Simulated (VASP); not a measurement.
# Fe (P6_3/mmc) in VASP: further runs

Fe is run at these levels: LDA; tasks: single point.

All numbers are computed with VASP 6.6.1; they aren't measurements. Logs are shortened: lines on timing, memory, paths and dates and some standing lists are left out, and cuts for length are marked.

## Step 1: The cell of the first run

It takes space group P6_3/mmc (No. 194, hexagonal). The conventional cell has a = 2.413 Å, b = 2.413 Å, c = 3.815 Å, α = 90.00°, β = 90.00°, γ = 120.00°. Fe (site symmetry -6m2) has 12 Fe at 2.36 to 2.41 Å within 3.1 Å.

This isn't the form of Fe at room conditions, which is bcc.

## Step 2: Single point, LDA, collinear spin, ferromagnetic start

Input file INCAR:

```
SYSTEM = Fe
PREC = Accurate
ENCUT = 520
EDIFF = 1E-6
ISMEAR = -1
SIGMA = 0.1
LREAL = .FALSE.
LASPH = .TRUE.
NELM = 150
ALGO = Normal
ISIF = 2
LWAVE = .FALSE.
LCHARG = .TRUE.
ISPIN = 2
MAGMOM = 2.5 2.5
LORBIT = 11
LMAXMIX = 4
LELF = .TRUE.
LVHAR = .TRUE.
NBANDS = 19
```

Input file KPOINTS:

```
Automatic mesh
0
G
  18 18 10
  0 0 0
```

Input file POSCAR:

```
Fe
1.0
    2.4132632993      0.0000000000      0.0000000000
   -1.2066316496      2.0899473232      0.0000000000
    0.0000000000      0.0000000000      3.8152160405
Fe
2
Direct
    0.3333333333      0.6666666667      0.2500000000
    0.6666666667      0.3333333333      0.7500000000
```

Potentials or basis: VASP PAW LDA potentials, release 64 (Fe).

Command:

```bash
cat potpaw_LDA.64/Fe/POTCAR > POTCAR
mpirun -np 1 vasp_std > vasp.out
```

OUTCAR:

```text
SYSTEM = Fe
   PREC = Accurate
   ENCUT = 520
   EDIFF = 1E-6
   ISMEAR = -1
   LREAL = .FALSE.
   LASPH = .TRUE.
   NELM = 150
   ISIF = 2
   ISPIN = 2
   LORBIT = 11

 ion  position               nearest neighbor table
   1  0.333  0.667  0.250-   2 2.36   2 2.36   2 2.36   2 2.36   2 2.36   2 2.36
   2  0.667  0.333  0.750-   1 2.36   1 2.36   1 2.36   1 2.36   1 2.36   1 2.36

  LATTYP: Found a hexagonal cell.
 ALAT       =     2.4132632993
 C/A-ratio  =     1.5809365027

  Lattice vectors:

 A1 = (   2.4132632993,   0.0000000000,   0.0000000000)
 A2 = (  -1.2066316496,   2.0899473232,   0.0000000000)
 A3 = (   0.0000000000,   0.0000000000,   3.8152160405)

Analysis of symmetry for initial positions (statically):
=====================================================================
 Subroutine PRICEL returns:
 Original cell was already a primitive cell.

 Routine SETGRP: Setting up the symmetry group for a
 hexagonal supercell.

 Subroutine GETGRP returns: Found 24 space group operations
 (whereof 12 operations were pure point group operations)
 out of a pool of 24 trial point group operations.

The static configuration has the point symmetry D_3d.
 The point group associated with its full space group is D_6h.

Analysis of symmetry for dynamics (positions and initial velocities):
=====================================================================
 Subroutine PRICEL returns:
 Original cell was already a primitive cell.

 Routine SETGRP: Setting up the symmetry group for a
 hexagonal supercell.

 Subroutine GETGRP returns: Found 24 space group operations
 (whereof 12 operations were pure point group operations)
 out of a pool of 24 trial point group operations.

The dynamic configuration has the point symmetry D_3d.
 The point group associated with its full space group is D_6h.

Analysis of structural, dynamic, and magnetic symmetry:
=====================================================================
 Subroutine PRICEL returns:
 Original cell was already a primitive cell.

 Routine SETGRP: Setting up the symmetry group for a
 hexagonal supercell.

 Subroutine GETGRP returns: Found 24 space group operations
 (whereof 12 operations were pure point group operations)
 out of a pool of 24 trial point group operations.

The overall configuration has the point symmetry D_3d.
 The point group associated with its full space group is D_6h.

 Subroutine INISYM returns: Found 24 space group operations
 (whereof 12 operations are pure point group operations),
 and found     1 'primitive' translations

----------------------------------------------------------------------------------------

                                     Primitive cell

  volume of cell :      19.2424

  direct lattice vectors                    reciprocal lattice vectors
     2.413263299  0.000000000  0.000000000     0.414376666  0.239240480  0.000000000
    -1.206631650  2.089947323  0.000000000     0.000000000  0.478480959  0.000000000
     0.000000000  0.000000000  3.815216041     0.000000000  0.000000000  0.262108355

  length of vectors
     2.413263299  2.413263299  3.815216041     0.478480959  0.478480959  0.262108355

  position of ions in fractional coordinates (direct lattice)
     0.333333333  0.666666667  0.250000000
     0.666666667  0.333333333  0.750000000

  ion indices of the primitive-cell ions
   primitive index   ion index
                 1           1
                 2           2

----------------------------------------------------------------------------------------

 KPOINTS: Automatic mesh

Automatic generation of k-mesh.
 Grid dimensions read from file:
 generate k-points for:   18   18   10

 Generating k-lattice:

  Cartesian coordinates                     Fractional coordinates (reciprocal lattice)
     0.023020926  0.013291138  0.000000000     0.055555556  0.000000000  0.000000000
     0.000000000  0.026582276  0.000000000     0.000000000  0.055555556  0.000000000
     0.000000000  0.000000000  0.026210835     0.000000000  0.000000000  0.100000000

  Length of vectors
     0.026582276  0.026582276  0.026210835

  Shift w.r.t. Gamma in fractional coordinates (k-lattice)
     0.000000000  0.000000000  0.000000000

 Subroutine IBZKPT returns following result:
 ===========================================

 Found    222 irreducible k-points:

 Following reciprocal coordinates:
            Coordinates               Weight
  0.000000  0.000000  0.000000      1.000000
  0.055556 -0.000000  0.000000      6.000000
  0.111111 -0.000000  0.000000      6.000000
  0.166667 -0.000000  0.000000      6.000000
  0.222222 -0.000000  0.000000      6.000000
  0.277778  0.000000  0.000000      6.000000
[... 16 lines left out ...]
  0.333333  0.111111  0.000000     12.000000
  0.388889  0.111111  0.000000     12.000000
 [... further k-points ...]
   k-points           NKPTS =    222   k-points in BZ     NKDIM =    222   number of bands    NBANDS=     19
   number of dos      NEDOS =    301   number of ions     NIONS =      2
   total plane-waves  NPLWV =   9072
   dimension x,y,z NGX =    18 NGY =   18 NGZ =   28
   dimension x,y,z NGXF=    36 NGYF=   36 NGZF=   56
   ions per type =               2
   NGX,Y,Z   is equivalent  to a cutoff of  12.40, 12.40, 12.20 a.u.
   NGXF,Y,Z  is equivalent  to a cutoff of  24.80, 24.80, 24.40 a.u.
 SYSTEM =  Fe
   PREC   = accura    normal or accurate (medium, high low for compatibility)
   ISTART =      0    job   : 0-new  1-cont  2-samecut
   ICHARG =      2    charge: 1-file 2-atom 10-const
   ISPIN  =      2    spin polarized calculation?
   LNONCOLLINEAR =      F non collinear calculations
   LSORBIT =      F    spin-orbit coupling
   LASPH  =      T    aspherical Exc in radial PAW
   ENCUT  =  520.0 eV  38.22 Ry    6.18 a.u.   4.49  4.49  7.09*2*pi/ulx,y,z
   NELM   =    150;   NELMIN=  2; NELMDL= -5     # of ELM steps
   EDIFF  = 0.1E-05   stopping-criterion for ELM
   LREAL  =      F    real-space projection
   EDIFFG = 0.1E-04   stopping-criterion for IOM
   NSW    =      0    number of steps for IOM
   IBRION =     -1    ionic relax: 0-MD 1-quasi-New 2-CG
   NFREE  =      0    steps in history (QN), initial steepest desc. (CG)
   ISIF   =      2    stress and relaxation
   ISYM   =      2    0-nonsym 1-usesym 2-fastsym
   POTIM  = 0.5000    time-step for ionic-motion
   TEBEG  =    0.0;   TEEND  =   0.0 temperature during run
   PSTRESS=    0.0 pullay stress
   NELECT =      16.0000    total number of electrons
   NUPDOWN=      -1.0000    fix difference up-down
   EMIN   =  10.00;   EMAX   =-10.00  energy-range for DOS
   EFERMI =   0.00;   METHOD = LEGACY
   ISMEAR =    -1;   SIGMA  =   0.10  broadening in eV -4-tet -1-fermi 0-gaus
   EFERMI_NEDOS =   21; number of points for ismear=-14 and -15
   IALGO  =     38    algorithm
   IMIX   =      4    mixing-type and parameters
     AMIX     =   0.40;   BMIX     =  1.00
     AMIX_MAG =   1.60;   BMIX_MAG =  1.00
  volume/ion in A,a.u.               =       9.62        64.93
  Fermi-wavevector in a.u.,A,eV,Ry     =   1.539436  2.909113 32.243965  2.369865
  Thomas-Fermi vector in A             =   2.645665
   LORBIT       =     11    0 simple, 1 ext, 2 COOP (PROOUT), +10 PAW based schemes
   GGA     = CA    functional components
   LHFCALC =     F    Hartree Fock is set to
   AEXX    =    0.0000 exact exchange contribution
   IVDW    =     0    specifies the selected vdW correction
   LEPSILON=     F    determine dielectric tensor
   LRPA    =     F    only Hartree local field effects (RPA)
 spin polarized calculation
  energy-cutoff  :      520.00
  volume of cell :       19.24
 maximum number of plane-waves:       537
 NGX is ok and might be reduce to    18

 number of electron      15.9999995 magnetization      -0.0232468

 number of electron      15.9999995 magnetization       0.0036352

 Free energy of the ion-electron system (eV)
  ---------------------------------------------------
  ext. energy  EPLUGINS =         0.00000000
  ---------------------------------------------------
  free energy    TOTEN  =       -18.86014424 eV

  energy without entropy =      -18.77979691  energy(sigma->0) =      -18.81997057

 E-fermi :   7.4407     XC(G=0): -14.4102

 val. band max:        7.4400539657   @ k =   0.2778   0.1667   0.0000
 cond. band min:       7.4411292617   @ k =   0.2778   0.0000   0.0000
 fundamental gap:      0.0010752959
 Fermi energy:         7.4406632165

 spin component 1

 k-point     1 :       0.0000    0.0000    0.0000
  band No.  band energies     occupation
      1      -1.7499      1.00000
      2       2.1458      1.00000
      3       5.6313      1.00000
      4       5.6313      1.00000
      5       5.7692      1.00000
      6       6.1430      1.00000
[... 11 lines left out ...]
     18      34.6119      0.00000
     19      35.5471      0.00000

 k-point     2 :       0.0556   -0.0000    0.0000
  band No.  band energies     occupation
      1      -1.6292      1.00000
      2       2.2260      1.00000
      3       5.4452      1.00000
      4       5.7020      1.00000
      5       5.9278      1.00000
      6       6.1069      1.00000
[... 11 lines left out ...]
     18      34.6259      0.00000
     19      37.0922      0.00000

 k-point     3 :       0.1111   -0.0000    0.0000
  band No.  band energies     occupation
      1      -1.2743      1.00000
      2       2.4490      1.00000
      3       5.1659      1.00000
      4       5.9091      1.00000
      5       5.9802      1.00000
      6       5.9807      1.00000
[... 434 lines left out ...]
      1       2.4810      1.00000
      2       3.0366      1.00000
      3       3.2181      1.00000
      4       4.5682      1.00000
      5       5.2809      1.00000
      6       5.8914      1.00000
[... 11 lines left out ...]
     18      29.9330      0.00000
     19      33.2214      0.00000

 k-point    24 :       0.3889    0.1111    0.0000
  band No.  band energies     occupation
      1       2.7260      1.00000
      2       2.9373      1.00000
      3       3.0394      1.00000
      4       4.8514      1.00000
      5       5.2451      1.00000
      6       5.7703      1.00000
[... 11 lines left out ...]
     18      29.5684      0.00000
     19      32.8271      0.00000

 [... further k-points ...]

 spin component 2

 k-point     1 :       0.0000    0.0000    0.0000
  band No.  band energies     occupation
      1      -1.7496      1.00000
      2       2.1465      1.00000
      3       5.6325      1.00000
      4       5.6325      1.00000
      5       5.7703      1.00000
      6       6.1443      1.00000
[... 11 lines left out ...]
     18      34.6124      0.00000
     19      35.5477      0.00000

 k-point     2 :       0.0556   -0.0000    0.0000
  band No.  band energies     occupation
      1      -1.6290      1.00000
      2       2.2266      1.00000
      3       5.4464      1.00000
      4       5.7032      1.00000
      5       5.9289      1.00000
      6       6.1082      1.00000
[... 11 lines left out ...]
     18      34.6261      0.00000
     19      37.0950      0.00000

 k-point     3 :       0.1111   -0.0000    0.0000
  band No.  band energies     occupation
      1      -1.2741      1.00000
      2       2.4497      1.00000
      3       5.1670      1.00000
      4       5.9103      1.00000
      5       5.9812      1.00000
      6       5.9819      1.00000
[... 434 lines left out ...]
      1       2.4815      1.00000
      2       3.0374      1.00000
      3       3.2190      1.00000
      4       4.5689      1.00000
      5       5.2819      1.00000
      6       5.8924      1.00000
[... 11 lines left out ...]
     18      29.9332      0.00000
     19      33.2219      0.00000

 k-point    24 :       0.3889    0.1111    0.0000
  band No.  band energies     occupation
      1       2.7268      1.00000
      2       2.9381      1.00000
      3       3.0402      1.00000
      4       4.8521      1.00000
      5       5.2461      1.00000
      6       5.7713      1.00000
[... 11 lines left out ...]
     18      29.5687      0.00000
     19      32.8276      0.00000

 [... further k-points ...]

------------------------ aborting loop because EDIFF is reached ----------------------------------------

  FORCE on cell =-STRESS in cart. coord.  units (eV):
  Direction    XX          YY          ZZ          XY          YZ          ZX
  --------------------------------------------------------------------------------------
  -------------------------------------------------------------------------------------
  Total       -0.3107341     -0.3107341     -0.3271577     -0.0000000     -0.0000000      0.0000000
  in kB      -25.8726129    -25.8726129    -27.2400880     -0.0000000     -0.0000000      0.0000000
  external PRESSURE =     -26.3284379 kB  Pullay stress =       0.0000000 kB

 VOLUME and BASIS-vectors are now :
 -----------------------------------------------------------------------------
  energy-cutoff  :      520.00
  volume of cell :       19.24
      direct lattice vectors                 reciprocal lattice vectors
     2.413263299  0.000000000  0.000000000     0.414376666  0.239240480  0.000000000
    -1.206631650  2.089947323  0.000000000     0.000000000  0.478480959  0.000000000
     0.000000000  0.000000000  3.815216041     0.000000000  0.000000000  0.262108355

 POSITION                                       TOTAL-FORCE (eV/Angst)
 -----------------------------------------------------------------------------------
     -0.00000      1.39330      0.95380         0.000000     -0.000000      0.000000
      1.20663      0.69665      2.86141        -0.000000      0.000000      0.000000
 -----------------------------------------------------------------------------------
    total drift:                                0.000000      0.000000     -0.000000

  FREE ENERGIE OF THE ION-ELECTRON SYSTEM (eV)
  ---------------------------------------------------
  free  energy   TOTEN  =       -18.8601442358 eV

  energy  without entropy=      -18.7797969063  energy(sigma->0) =      -18.81997057

 total charge

# of ion       s       p       d       tot
------------------------------------------
    1        0.566   0.693   6.413   7.672
    2        0.566   0.693   6.413   7.672
--------------------------------------------------
tot          1.132   1.386  12.825  15.343

 magnetization (x)

# of ion       s       p       d       tot
------------------------------------------
    1       -0.000  -0.000   0.001   0.001
    2       -0.000  -0.000   0.001   0.001
--------------------------------------------------
tot         -0.000  -0.000   0.002   0.001
```

It took 3.2 min on 1 thread of Intel Xeon 8259CL, shared host; peak memory 0.21 GiB.

What came out:

```yaml
Free_energy: -18.8601 eV
Pressure: -2.6 GPa
Band_gap_on_the_k_mesh: zero (filled and empty bands overlap)
Net_moment: 0.00 μB per cell
Valence_electrons_inside_the_program's_atomic_spheres: Fe 7.67
```

Stress tensor (GPa, compression positive):
```
-2.59  0.00  0.00
 0.00 -2.59  0.00
 0.00  0.00 -2.72
```

Caveat: the moments typed at the start vanished in this run.

## Step 3: Single point, LDA, collinear spin, ferromagnetic start

This run uses another cell than the first one: it holds 4 atoms, not 2.

Input file INCAR:

```
SYSTEM = Fe
PREC = Accurate
ENCUT = 520
EDIFF = 1E-7
ISMEAR = -1
SIGMA = 0.1
LREAL = .FALSE.
LASPH = .TRUE.
NELM = 150
ALGO = Normal
ISIF = 2
LWAVE = .FALSE.
LCHARG = .FALSE.
ISPIN = 2
MAGMOM = 2.5 2.5 2.5 2.5
LORBIT = 11
LMAXMIX = 4
GGA = CA
NBANDS = 28
```

Input file KPOINTS:

```
regular mesh
0
G
  15 15 4
  0 0 0
```

Input file POSCAR:

```
Fe
1.0
    2.4023178578      0.0000000000      0.0000000000
   -1.2011589289      2.0804682928      0.0000000000
    0.0000000000      0.0000000000      7.7353302282
Fe
4
Direct
    0.0000000000      0.0000000000      0.0000000000
    0.0000000000      0.0000000000      0.5000000000
    0.3333333333      0.6666666667      0.2500000000
    0.6666666667      0.3333333333      0.7500000000
```

Potentials or basis: VASP PAW LDA potentials, release 64 (Fe).

Command:

```bash
cat potpaw_LDA.64/Fe/POTCAR > POTCAR
mpirun -np 1 vasp_std > vasp.out
```

Run time: 5.9 min. Hardware: 1 thread of Intel Xeon 8259CL, shared host; peak memory 0.23 GiB.

The run converged. Its results:

- Free energy: -37.5020 eV
- Pressure: -2.7 GPa
- Band gap on the k mesh: zero (filled and empty bands overlap)
- Net moment: 0.00 μB per cell
- Valence electrons inside the program's atomic spheres: Fe 7.66

Stress tensor (GPa, compression positive):
```
-2.62  0.00  0.00
 0.00 -2.62  0.00
 0.00  0.00 -2.74
```

Levels at points of the mesh, in eV from the Fermi level:
Spin up:
```csv
k point,band 13,band 14,band 15,band 16,band 17,band 18,band 19,band 20
"(0.00, 0.00, 0.00)",-1.53,-1.45,-1.45,-0.51,-0.51,-0.02,-0.02,0.37
"(0.00, 0.00, 0.50)",-1.66,-1.66,-1.21,-1.21,-0.24,-0.24,-0.24,-0.24
```
Spin down:
| k point | band 14 | band 15 | band 16 | band 17 | band 18 | band 19 |
| --- | --- | --- | --- | --- | --- | --- |
| (0.00, 0.00, 0.00) | -1.45 | -1.45 | -0.51 | -0.51 | -0.02 | -0.02 |
| (0.00, 0.00, 0.50) | -1.66 | -1.21 | -1.21 | -0.24 | -0.24 | -0.24 |

Caveat: the moments typed at the start vanished in this run.
